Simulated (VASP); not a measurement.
Here is a VASP 6.6.1 calculation.

Contents of INCAR:

```
SYSTEM = SiAu3
  PREC = Accurate
  ENCUT = 500
  EDIFF = 1E-6
  ISMEAR = 0
  SIGMA = 0.1
  LREAL = .FALSE.
  LASPH = .TRUE.
  NELM = 120
  ALGO = Normal
  ISIF = 2
  LWAVE = .FALSE.
  LCHARG = .FALSE.
  GGA = PE
  NBANDS = 26
  GGA_COMPAT = .FALSE.
```

File KPOINTS:

```
Automatic mesh
0
G
  7 7 7
  0 0 0
```

POSCAR

```
SiAu3
1.0
    0.0000000000      3.2857340000      3.2857340000
    3.2857340000      0.0000000000      3.2857340000
    3.2857340000      3.2857340000      0.0000000000
Si Au
1 3
Direct
    0.0000000000      0.0000000000      0.0000000000
    0.2500000000      0.2500000000      0.2500000000
    0.7500000000      0.7500000000      0.7500000000
    0.5000000000      0.5000000000      0.5000000000
```

Potentials or basis: VASP PAW PBE potentials, release 64 (Si, Au).

Launch:

```bash
$ cat potpaw_PBE.64/Si/POTCAR potpaw_PBE.64/Au/POTCAR > POTCAR
$ mpirun -np 1 vasp_std > vasp.out
```

(1) Predict the band gap on the k mesh.

(2) Estimate the pressure.

## Answers

(1) zero (an odd number of electrons rules out a gap without spin polarisation).

(2) -1.3 GPa.

Caveat: spin-orbit coupling is left out, which moves the levels of the heavy elements.
